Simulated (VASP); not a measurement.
LiF:

```
Li F
1.0
     2.52282    0.00000    0.00000
     0.00000    2.52282    0.00000
     0.00000    0.00000    2.52282
Li F
1 1
Direct
  0.00000 0.00000 0.00000
  0.50000 0.50000 0.50000
```

- Program: VASP 6.6.1
- Task: relaxation of cell and atoms
- Functional: r2SCAN
- Dispersion: rVV10
- Potentials or basis: VASP PAW PBE potentials, release 64 (Li_sv, F)
- Cutoff: 600 eV
- k mesh: 10 × 10 × 10
- Occupations: fermi-dirac, width 0.03 eV
- Spin: no spin polarisation

At the start: pressure -2.9 GPa; volume 8.03 Å³/atom.

How do energy, volume and symmetry change on relaxing?

Over 5 steps the energy falls by 2.8 meV/atom and the volume is 7.75 Å³/atom (-3.5 %); space group Pm-3m (No. 221, to 0.1 Å) before and after.

Step by step:
| step | energy change (eV) | largest force (eV/Å) | pressure (GPa) | volume (Å³) |
| --- | --- | --- | --- | --- |
| 1 | 0.0000 | 0.0000 | -2.86 | 16.06 |
| 2 | -0.0045 | 0.0000 | -1.27 | 15.73 |
| 3 | -0.0055 | 0.0000 | -0.46 | 15.58 |
| 4 | -0.0049 | 0.0000 | 1.30 | 15.28 |
| 5 | -0.0056 | 0.0000 | 0.02 | 15.50 |

Final structure:
```cif
data_structure
_symmetry_space_group_name_H-M 'P 1'
_symmetry_Int_Tables_number 1
_cell_length_a 2.4932
_cell_length_b 2.4932
_cell_length_c 2.4932
_cell_angle_alpha 90.000
_cell_angle_beta 90.000
_cell_angle_gamma 90.000
_cell_volume 15.50
loop_
_atom_site_label
_atom_site_type_symbol
_atom_site_fract_x
_atom_site_fract_y
_atom_site_fract_z
_atom_site_occupancy
Li1 Li 0.00000 0.00000 0.00000 1
F1 F 0.50000 0.50000 0.50000 1
```

Caveat: the cutoff is under 1.25 times the usual one of these potentials, so pressure, stress and relaxed cells hold a basis-set (Pulay) error; the PAW data sets were made with another functional, which shifts forces and pressure a little.
